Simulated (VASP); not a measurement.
A run of VASP 6.6.1 is set up as follows.

Contents of INCAR:

```
PREC = Accurate
ENCUT = 520
EDIFF = 1E-7
ISMEAR = -1
SIGMA = 0.05
LREAL = F
LASPH = T
NELM = 80
ALGO = Normal
ISIF = 2
LWAVE = F
LCHARG = F
GGA = PS
NBANDS = 24
```

Contents of KPOINTS:

```
Automatic mesh
0
Gamma
  6 6 6
```

POSCAR

```
LuSi2
1.0
    4.0554778418      0.0000000000      0.0000000000
   -2.0277389209      3.5121468355      0.0000000000
    0.0000000000      0.0000000000      3.7183381372
Lu Si
1 2
Direct
    0.0000000000      0.0000000000      0.0000000000
    0.3333333333      0.6666666667      0.5000000000
    0.6666666667      0.3333333333      0.5000000000
```

Potentials or basis: VASP PAW PBE potentials, release 64 (Lu, Si).

Run with:

```console
$ cat potpaw_PBE.64/Lu/POTCAR potpaw_PBE.64/Si/POTCAR > POTCAR
$ mpirun -np 1 vasp_std > vasp.out
```

Question: Estimate the pressure.

Answer: -0.5 GPa.

Caveat: the PAW data sets were made with another functional, which shifts forces and pressure a little.
